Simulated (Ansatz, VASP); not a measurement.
# Two plane-wave programs on Ge2F

Contents of INCAR:

```
PREC = Accurate
ENCUT = 520
EDIFF = 1E-6
ISMEAR = 0
SIGMA = 0.1
LREAL = False
LASPH = True
NELM = 60
ALGO = Normal
ISIF = 2
LWAVE = False
LCHARG = True
GGA = PE
LELF = True
LVHAR = True
NBANDS = 24
```

The input KPOINTS:

```
Automatic mesh
0
Gamma
  12 12 16
```

Contents of POSCAR:

```
Ge2F
1.0
    4.3644330743      0.0000000000      0.0000000000
   -2.1822165371      3.7797099155      0.0000000000
    0.0000000000      0.0000000000      2.9307377767
Ge F
2 1
Direct
    0.3333333333      0.6666666667      0.5000000000
    0.6666666667      0.3333333333      0.5000000000
    0.0000000000      0.0000000000      0.0000000000
```

Input for Ansatz:

```yaml
crystal:
  lattice:
    - [4.3644330743, 0.0, 0.0]
    - [-2.1822165371, 3.7797099155, 0.0]
    - [0.0, 0.0, 2.9307377767]
  atoms:
    - { symbol: Ge, position: [0.3333333333, 0.6666666667, 0.5] }
    - { symbol: Ge, position: [0.6666666667, 0.3333333333, 0.5] }
    - { symbol: F, position: [0.0, 0.0, 0.0] }
basis:
  ecutwfc: 420
kpoints:
  mp_grid: { grid: [12, 12, 16] }
hamiltonian:
  xc: pbe
scf:
  occupations: { method: gaussian, width: 0.1 }
  mixing: { algorithm: broyden, beta: 0.9, ndim: 2 }
output:
  forces: true
  eigenvalues: true
  stress: true
```

Alike in both runs: task single point; functional PBE; k mesh 12 × 12 × 16; occupations gaussian, width 0.1 eV; no spin polarisation.

|  | VASP | Ansatz |
| --- | --- | --- |
| version | VASP 6.6.1 | Ansatz 0.2.0 |
| potentials or method | VASP PAW PBE potentials, release 64 (Ge_d, F), cutoff 520 eV | scalar-relativistic, plane waves, PAW |
| valence electrons in the cell | 35 | 35 |

|  | VASP | Ansatz | Ansatz less VASP |
| --- | --- | --- | --- |
| gap on the k mesh at the Fermi level (eV) | none | none | - |
| pressure (GPa) | -0.2 | 0.0 | +0.17 |

A gap of «none» marks a metal or a gap that the smearing closes.
